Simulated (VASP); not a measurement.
A run of VASP 6.6.1 is set up as follows.

Contents of INCAR:

```
PREC = Accurate ; ENCUT = 520
EDIFF = 1E-7 ; ISMEAR = 0
SIGMA = 0.1 ; LREAL = False
LASPH = True ; NELM = 60
ALGO = Normal ; ISIF = 2
LWAVE = False ; LCHARG = True
GGA = PE ; LELF = True
LVHAR = True ; NBANDS = 29
```

KPOINTS

```
regular mesh
0
Gamma
  6 6 2
```

Contents of POSCAR:

```
Sc2BP3
1.0
    3.6048571100      0.0000000000      0.0000000000
    0.0000000000      3.6048571100      0.0000000000
    0.0000000000      0.0000000000      7.9526584300
Sc B P
2 1 3
Direct
    0.5000000000      0.0000000000      0.7391930200
    0.0000000000      0.5000000000      0.2608069800
    0.5000000000      0.5000000000      0.0000000000
    0.5000000000      0.0000000000      0.3837740100
    0.0000000000      0.5000000000      0.6162259900
    0.0000000000      0.0000000000      0.0000000000
```

Potentials or basis: VASP PAW PBE potentials, release 64 (Sc_sv, B, P).

Run with:

```console
$ cat potpaw_PBE.64/Sc_sv/POTCAR potpaw_PBE.64/B/POTCAR potpaw_PBE.64/P/POTCAR > POTCAR
$ mpirun -np 1 vasp_std > vasp.out
```

(1) Estimate the largest force.

(2) Estimate the band gap on the k mesh.

Answers

(1) 0.205 eV/Å.

(2) zero (band 20 reaches 6.38 eV, above the bottom of band 21 at 4.26 eV).

Caveat: the k points lie up to 0.40 Å⁻¹ apart.
